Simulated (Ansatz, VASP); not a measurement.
## Two plane-wave programs on Ge

INCAR

```
ALGO = Normal ; DIPOL = 0.5 0.5 0.375
EDIFF = 1E-7 ; ENCUT = 520
GGA = PE ; IDIPOL = 3
ISIF = 2 ; ISMEAR = 0
IVDW = 12 ; LASPH = T
LCHARG = F ; LDIPOL = T
LREAL = F ; LWAVE = F
NBANDS = 36 ; NELM = 100
PREC = Accurate ; SIGMA = 0.1
```

The input KPOINTS:

```
k-points
0
Gamma
  9 9 1
```

The input POSCAR:

```
Ge
1.0
    4.0226895311      0.0000000000      0.0000000000
   -2.0113447656      3.4837513255      0.0000000000
    0.0000000000      0.0000000000     18.8685220517
Ge
4
Direct
    0.3333333333      0.6666666667      0.2747571332
    0.6666666667      0.3333333333      0.2384924472
    0.6666666667      0.3333333333      0.5108254915
    0.3333333333      0.6666666667      0.4745608056
```

Input for Ansatz:

```yaml
crystal:
  lattice:
    - [4.0226895311, 0.0, 0.0]
    - [-2.0113447656, 3.4837513255, 0.0]
    - [0.0, 0.0, 18.8685220517]
  atoms:
    - { symbol: Ge, position: [0.3333333333, 0.6666666667, 0.2747571332] }
    - { symbol: Ge, position: [0.6666666667, 0.3333333333, 0.2384924472] }
    - { symbol: Ge, position: [0.6666666667, 0.3333333333, 0.5108254915] }
    - { symbol: Ge, position: [0.3333333333, 0.6666666667, 0.4745608056] }
basis:
  ecutwfc: 420
kpoints:
  mp_grid: { grid: [9, 9, 1] }
hamiltonian:
  xc: pbe
  pseudopotentials: { kind: paw, azcp: { folder: soft_1 } }
  dispersion: d3bj
scf:
  occupations: { method: gaussian, width: 0.1 }
output:
  forces: true
  eigenvalues: true
efield:
  axis: 3
  dipole_correction: true
  ramp_width: 0.04
```

Alike in both runs: task single point; functional PBE; dispersion D3(BJ); k mesh 9 × 9 × 1; occupations gaussian, width 0.1 eV; no spin polarisation.

```csv
,VASP,Ansatz
version,VASP 6.6.1,Ansatz 0.2.0
potentials or method,"VASP PAW PBE potentials, release 64 (Ge_d), cutoff 520 eV","scalar-relativistic, plane waves, PAW"
valence electrons in the cell,56,56
```

```tsv
	VASP	Ansatz	Ansatz less VASP
gap on the k mesh at the Fermi level (eV)	0.40	0.40	0.000
least direct gap on the mesh (eV)	0.44	0.44	0.000
rms of the force components (eV/Å)	0.072	0.072	-0.0004
```

Atom by atom the forces differ by 0.001 eV/Å (rms over components).
